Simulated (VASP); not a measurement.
Set up this calculation in VASP 6.6.1, as the native input.

```
Task                   : single point
Functional             : LDA
Potentials or basis    : VASP PAW LDA potentials, release 64 (Zn)
Cutoff                 : 520 eV
k mesh                 : 14 × 14 × 7
Occupations            : fermi-dirac, width 0.1 eV
Spin                   : no spin polarisation
Dipole correction      : no
Further INCAR settings : ALGO = Normal; EDIFF = 1e-07; NBANDS = 19
```

The structure of Zn lies in POSCAR:

```
Zn
1.0
    2.5709734941      0.0000000000      0.0000000000
   -1.2854867470      2.2265283583      0.0000000000
    0.0000000000      0.0000000000      4.7361908757
Zn
2
Direct
    0.3333333333      0.6666666667      0.2500000000
    0.6666666667      0.3333333333      0.7500000000
```

These files were run (other wordings do the same):

INCAR

```
ALGO     = Normal         # electronic algorithm
EDIFF    = 1E-7           # SCF threshold, eV
ENCUT    = 520            # plane-wave cutoff, eV
ISIF     = 2              # what is computed and relaxed
ISMEAR   = -1             # smearing method
LASPH    = True           # aspherical terms in the spheres
LCHARG   = False          # write CHGCAR
LREAL    = False          # projectors in reciprocal space
LWAVE    = False          # write WAVECAR
NBANDS   = 19             # bands
NELM     = 80             # most SCF steps
PREC     = Accurate       # precision mode
SIGMA    = 0.1            # smearing width, eV
```

KPOINTS

```
k-points
0
Gamma
  14 14 7
```

Potentials or basis: VASP PAW LDA potentials, release 64 (Zn).

Command:

```bash
$ cat potpaw_LDA.64/Zn/POTCAR > POTCAR
$ mpirun -np 1 vasp_std > vasp.out
```

It gave:

```json
{
  "Pressure": "0.8 GPa",
  "Band gap on the k mesh": "zero (band 12 reaches 5.21 eV, above the bottom of band 13 at 0.86 eV)"
}
```

Wall time 14 s on 1 thread of Intel(R) Xeon(R) 6975P-C (Granite Rapids), with other jobs on the host, peak memory 0.15 GiB.
